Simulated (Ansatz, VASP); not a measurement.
Al3GaIr in VASP and in Ansatz

```
Al Ga Ir
1.0
     4.76653    0.00000    0.00000
     0.00000    4.76653    0.00000
     0.00000    0.00000    4.76653
Al Ga Ir
3 1 1
Direct
  0.50000 0.00000 0.50000
  0.00000 0.50000 0.50000
  0.50000 0.50000 0.00000
  0.00000 0.00000 0.00000
  0.50000 0.50000 0.50000
```

Change from the starting cell: species swapped into the ZnFe3C type (Pm-3m, No. 221).

Alike in both runs: functional PBE; k mesh 4 × 4 × 4; occupations gaussian, width 0.1 eV; no spin polarisation.

Ansatz relaxed the structure, and its values are those at the end. VASP's run is a single point on that final structure, the one shown.

|  | VASP | Ansatz |
| --- | --- | --- |
| version | VASP 6.6.1 | Ansatz 0.2.0 |
| potentials or method | VASP PAW PBE potentials, release 64 (Al, Ga_d, Ir), cutoff 520 eV | scalar-relativistic, plane waves, PAW |
| valence electrons in the cell | 31 | 39 |

|  | VASP | Ansatz | Ansatz less VASP |
| --- | --- | --- | --- |
| gap on the k mesh at the Fermi level (eV) | none | none | - |
| pressure (GPa) | 0.0 | 0.0 | +0.03 |

A gap of «none» marks a metal or a gap that the smearing closes. VASP's potentials hold 31 valence electrons a cell and Ansatz's 39, so a difference there can come from the potentials and not from the codes.

Neither program's run includes spin-orbit coupling.
